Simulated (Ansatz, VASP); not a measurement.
**Li2Hf2O: VASP beside Ansatz**

```
Li Hf O
1.0
     4.50536    0.00000    0.00000
    -2.25268    3.90176    0.00000
     0.00000    0.00000    6.22006
Li Hf O
2 2 1
Cartesian
  0.0000 2.6012 3.1100
  2.2527 1.3006 3.1100
  0.0000 2.6012 0.0000
  2.2527 1.3006 0.0000
  0.0000 0.0000 3.1100
```

Alike in both runs: task relaxation of cell and atoms; functional PBE; k mesh 12 × 12 × 6; occupations gaussian, width 0.1 eV; no spin polarisation.

```csv
,VASP,Ansatz
version,VASP 6.6.1,Ansatz 0.2.0
potentials or method,"VASP PAW PBE potentials, release 64 (Li_sv, Hf_pv, O), cutoff 600 eV","scalar-relativistic, plane waves, PAW"
valence electrons in the cell,32,64
```

```csv
,VASP,Ansatz,Ansatz less VASP
"gap on the k mesh at the Fermi level, each at its own relaxed structure (eV)",none,none,-
relaxed volume (Å³/atom),21.96,22.15,+0.199
relaxed cell length with the largest relative difference (Å),4.494,4.511,+0.0170
```

A gap of «none» marks a metal or a gap that the smearing closes. VASP's potentials hold 32 valence electrons a cell and Ansatz's 64, so a difference there can come from the potentials and not from the codes.

Neither program's run includes spin-orbit coupling. Noted on VASP's run: the cutoff is short for stress, so the pressure is rough.
